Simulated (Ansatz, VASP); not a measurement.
## NbZn3 in VASP and in Ansatz

```
CELL_PARAMETERS angstrom
3.90760 0.00000 0.00000
0.00000 3.90760 0.00000
0.00000 0.00000 3.90760
ATOMIC_POSITIONS crystal
Nb 0.00000 0.00000 0.00000
Zn 0.00000 0.50000 0.50000
Zn 0.50000 0.00000 0.50000
Zn 0.50000 0.50000 0.00000
```

Change from the starting cell: volume scaled by 0.98.

Alike in both runs: task single point; functional PBEsol; k mesh 10 × 10 × 10; occupations fermi-dirac, width 0.05 eV; no spin polarisation.

|  | VASP | Ansatz |
| --- | --- | --- |
| version | VASP 6.6.1 | Ansatz 0.2.0 |
| potentials or method | VASP PAW PBE potentials, release 64 (Nb_sv, Zn), cutoff 520 eV | all-electron LAPW, scalar-relativistic |

Ansatz gave:

| Quantity | Value |
| --- | --- |
| pressure (GPa) | -3.0 |

Estimate VASP's values.

pressure (GPa): -2.7.

VASP's potentials were made for PBE, not for PBEsol. Ansatz ran all-electron here, and VASP with PAW potentials.
